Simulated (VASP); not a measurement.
Write the native input for VASP 6.6.1 that does the following.

```
Task                   : single point
Functional             : PBE
Dispersion             : D3(BJ)
Potentials or basis    : VASP PAW PBE potentials, release 64 (As)
Cutoff                 : 520 eV
k mesh                 : 15 × 15 × 15
Occupations            : gaussian, width 0.1 eV
Spin                   : no spin polarisation
Dipole correction      : no
Further INCAR settings : ALGO = Normal; EDIFF = 1e-06; NBANDS = 12
```

The structure of As lies in POSCAR:

```
As
1.0
    1.9057166505      1.1002660212      3.6531662617
   -1.9057166505      1.1002660212      3.6531662617
    0.0000000000     -2.2005320423      3.6531662617
As
2
Direct
    0.7744609881      0.7744609881      0.7744609881
    0.2255390119      0.2255390119      0.2255390119
```

The input as run:

INCAR

```
  PREC = Accurate
  ENCUT = 520
  EDIFF = 1E-6
  ISMEAR = 0
  SIGMA = 0.1
  LREAL = F
  LASPH = T
  NELM = 60
  ALGO = Normal
  ISIF = 2
  LWAVE = F
  LCHARG = T
  GGA = PE
  IVDW = 12
  LELF = T
  LVHAR = T
  NBANDS = 12
```

KPOINTS

```
Automatic mesh
0
Gamma
  15 15 15
```

Potentials or basis: VASP PAW PBE potentials, release 64 (As).

Run with:

```sh
$ cat potpaw_PBE.64/As/POTCAR > POTCAR
$ mpirun -np 1 vasp_std > vasp.out
```

Results of the run:

```yaml
Pressure: -2.9 GPa
Largest_force: 0.045 eV/Å
Band_gap_on_the_k_mesh: zero (bands 5 and 6 overlap by 0.45 eV)
Dispersion_energy_per_atom: -0.392 eV
```

It took 87 s on 1 thread of Intel(R) Xeon(R) 6975P-C (Granite Rapids), with other jobs on the host, peak memory 0.3 GiB.
